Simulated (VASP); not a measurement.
Crystal: MgO (Periclase).

```xyz
2
Lattice="0.0000 2.1022 2.1022 2.1022 0.0000 2.1022 2.1022 2.1022 0.0000" Properties=species:S:1:pos:R:3 pbc="T T T"
Mg    0.0000    0.0000    0.0000
O     2.1022    2.1022    2.1022
```

Program: VASP 6.6.1. Alike in all runs: task single point; no spin polarisation; cell as given; cutoff (eV) 520.

Question: Order these runs on this cell by their pressure, lowest first.
A. level r2SCAN0; potentials or basis VASP PAW PBE potentials, release 64 (Mg, O); k mesh 8 × 8 × 8; smearing gaussian 0.01 eV; grid for exact exchange (PRECFOCK) Normal
B. level LDA; potentials or basis VASP PAW LDA potentials, release 64 (Mg, O); k mesh 10 × 10 × 10; smearing gaussian 0.01 eV
C. level r2SCAN; potentials or basis VASP PAW PBE potentials, release 64 (Mg, O); k mesh 10 × 10 × 10; smearing gaussian 0.01 eV
D. level PBE; potentials or basis VASP PAW PBE potentials, release 64 (Mg, O); k mesh 10 × 10 × 10; smearing fermi-dirac 0.02 eV

Answer: B (-6.9 GPa), A (-4.2 GPa), C (-1.1 GPa), D (4.9 GPa).

Caveats: the PAW data sets were made with another functional, which shifts forces and pressure a little (some runs).
